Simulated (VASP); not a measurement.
Sn:

```xyz
2
Lattice="-2.9401 2.9401 1.5993 2.9401 -2.9401 1.5993 2.9401 2.9401 -1.5993" Properties=species:S:1:pos:R:3 pbc="T T T"
Sn    0.0000    0.0000    0.0000
Sn    0.0000    2.9401    0.7997
```

```yaml
Program: VASP 6.6.1
Task: relaxation of cell and atoms
Functional: PBEsol
Potentials_or_basis: VASP PAW PBE potentials, release 64 (Sn_d)
Cutoff: 600 eV
k_mesh: 7 × 7 × 7
Occupations: fermi-dirac, width 0.1 eV
Spin: non-collinear spin, zero start, spin-orbit coupling
Starting_moments: "[[0.0, 0.0, 0.0], [0.0, 0.0, 0.0]] μB"
```

At the start: pressure -1.6 GPa; volume 27.65 Å³/atom.

How do energy, volume and symmetry change on relaxing?

Over 5 steps the energy falls by 4.5 meV/atom and the volume is 26.83 Å³/atom (-3.0 %); space group I4_1/amd (No. 141, to 0.1 Å) before and after; moment 0.00 μB per cell.

The path:
```csv
step,energy change (eV),largest force (eV/Å),pressure (GPa),volume (Å³)
1,0.0000,0.0000,-1.59,55.30
2,-0.0080,0.0000,0.56,53.13
3,-0.0088,0.0000,0.03,53.63
4,-0.0089,0.0000,0.04,53.65
5,-0.0089,0.0000,0.02,53.67
```

Final structure:
```
Sn
1.0
    -2.90275    2.90275    1.59236
     2.90275   -2.90275    1.59236
     2.90275    2.90275   -1.59236
Sn
2
Direct
  0.00000 0.00000 0.00000
  0.75000 0.25000 0.50000
```

Caveat: the PAW data sets were made with another functional, which shifts forces and pressure a little.
